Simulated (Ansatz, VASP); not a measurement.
# Cs in VASP and in Ansatz

File INCAR:

```
SYSTEM = Cs
PREC = Accurate
ENCUT = 600
EDIFF = 1E-6
ISMEAR = 0
SIGMA = 0.1
LREAL = .FALSE.
LASPH = .TRUE.
NELM = 80
ALGO = Normal
ISIF = 3
LWAVE = .FALSE.
LCHARG = .FALSE.
GGA = PS
IBRION = 2
NSW = 100
EDIFFG = -0.005
```

The input KPOINTS:

```
regular mesh
0
G
  10 10 10
  0 0 0
```

File POSCAR:

```
Cs
1.0
    0.0000000000      3.7999348253      3.7999348253
    3.7999348253      0.0000000000      3.7999348253
    3.7999348253      3.7999348253      0.0000000000
Cs
1
Direct
    0.0000000000      0.0000000000      0.0000000000
```

Input for Ansatz:

```yaml
crystal:
  lattice:
    - [0.0, 3.7999348253, 3.7999348253]
    - [3.7999348253, 0.0, 3.7999348253]
    - [3.7999348253, 3.7999348253, 0.0]
  atoms:
    - { symbol: Cs, position: [0.0, 0.0, 0.0] }
basis:
  ecutwfc: 420
kpoints:
  mp_grid: { grid: [10, 10, 10] }
hamiltonian:
  xc: pbesol
scf:
  occupations: { method: gaussian, width: 0.1 }
output:
  forces: true
  stress: true
  eigenvalues: true
relax:
  adjacent_minimum: "off"
  f_tol: 0.005
  max_steps: 80
  cell: { stress_tol: 0.05 }
```

Alike in both runs: task relaxation of cell and atoms; functional PBEsol; k mesh 10 × 10 × 10; occupations gaussian, width 0.1 eV; no spin polarisation.

|  | VASP | Ansatz |
| --- | --- | --- |
| version | VASP 6.6.1 | Ansatz 0.2.0 |
| potentials or method | VASP PAW PBE potentials, release 64 (Cs_sv), cutoff 600 eV | scalar-relativistic, plane waves, PAW |
| valence electrons in the cell | 9 | 9 |

```csv
,VASP,Ansatz,Ansatz less VASP
"gap on the k mesh at the Fermi level, each at its own relaxed structure (eV)",none,none,-
relaxed volume (Å³/atom),109.36,109.74,+0.374
relaxed cell length with the largest relative difference (Å),5.368,5.374,+0.0061
```

VASP's potentials were made for PBE, not for PBEsol. A gap of «none» marks a metal or a gap that the smearing closes.

Neither program's run includes spin-orbit coupling.
